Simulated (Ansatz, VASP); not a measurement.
**NiMoIrPdW: VASP beside Ansatz**

The input INCAR:

```
SYSTEM = NiMoIrPdW
  PREC = Accurate
  ENCUT = 600
  EDIFF = 1E-6
  ISMEAR = -1
  SIGMA = 0.05
  LREAL = .FALSE.
  LASPH = .TRUE.
  NELM = 150
  ALGO = Fast
  ISIF = 3
  LWAVE = .FALSE.
  LCHARG = .FALSE.
  ISPIN = 2
  MAGMOM = 1 1 0 0.6 0
  LORBIT = 11
  LMAXMIX = 4
  GGA = PE
  IVDW = 13
  IBRION = 2
  NSW = 80
  EDIFFG = -0.02
```

Contents of KPOINTS:

```
Automatic mesh
0
G
  4 4 3
  0 0 0
```

File POSCAR:

```
NiMoIrPdW
1.0
    4.1467000000      0.0000000000      0.0000000000
   -2.0733500000      3.5911500000      0.0000000000
    0.0000000000      0.0000000000      5.4162900000
Ni Mo Pd Ir W
1 1 1 1 1
Direct
    0.0000000000      0.0000000000      0.0222100000
    0.6666700000      0.3333300000      0.4599600000
    0.3333300000      0.6666700000      0.7460100000
    0.3333300000      0.6666700000      0.2564100000
    0.6666700000      0.3333300000      0.9998500000
```

input.yaml

```yaml
crystal:
  lattice:
    - [4.1467, 0.0, 0.0]
    - [-2.07335, 3.59115, 0.0]
    - [0.0, 0.0, 5.41629]
  atoms:
    - { symbol: Ni, position: [0.0, 0.0, 0.02221], spin: 1.0 }
    - { symbol: Mo, position: [0.66667, 0.33333, 0.45996], spin: 1.0 }
    - { symbol: Pd, position: [0.33333, 0.66667, 0.74601] }
    - { symbol: Ir, position: [0.33333, 0.66667, 0.25641], spin: 0.6 }
    - { symbol: W, position: [0.66667, 0.33333, 0.99985] }
kpoints:
  mp_grid: { grid: [4, 4, 3] }
scf:
  occupations: { method: fermi_dirac, width: 0.05 }
hamiltonian:
  xc: pbe
  dispersion: d4
  pseudopotentials: { kind: all_electron, datasets: crystal }
magnetization:
  spin_polarized: true
output:
  forces: true
  stress: true
relax:
  f_tol: 0.02
  max_steps: 60
  cell: {}
```

Alike in both runs: task relaxation of cell and atoms; functional PBE; dispersion D4; k mesh 4 × 4 × 3; occupations fermi-dirac, width 0.05 eV; collinear spin.

|  | VASP | Ansatz |
| --- | --- | --- |
| version | VASP 6.6.1 | Ansatz 0.2.0 |
| potentials or method | VASP PAW PBE potentials, release 64 (Ni, Mo_sv, Pd, Ir, W_sv), cutoff 600 eV | all-electron PAW datasets made for the crystal |

|  | VASP | Ansatz | Ansatz less VASP |
| --- | --- | --- | --- |
| gap on the k mesh at the Fermi level, each at its own relaxed structure (eV) | none | none | - |
| net moment per atom (μB) | 0.00 | 0.00 | 0.000 |
| relaxed volume (Å³/atom) | 15.61 | 15.58 | -0.023 |
| relaxed length of the cell vector where the two differ most in proportion (Å) | 4.120 | 4.118 | -0.0024 |

A gap of «none» marks a metal or a gap that the smearing closes. Ansatz ran all-electron here, and VASP with PAW potentials.

The k mesh is coarse, so the values compare programs but aren't converged. Neither program's run includes spin-orbit coupling. Noted on Ansatz's run: the k mesh is thin for a metal, which can move the energy by tens of meV per atom; the program listed the state as in doubt.
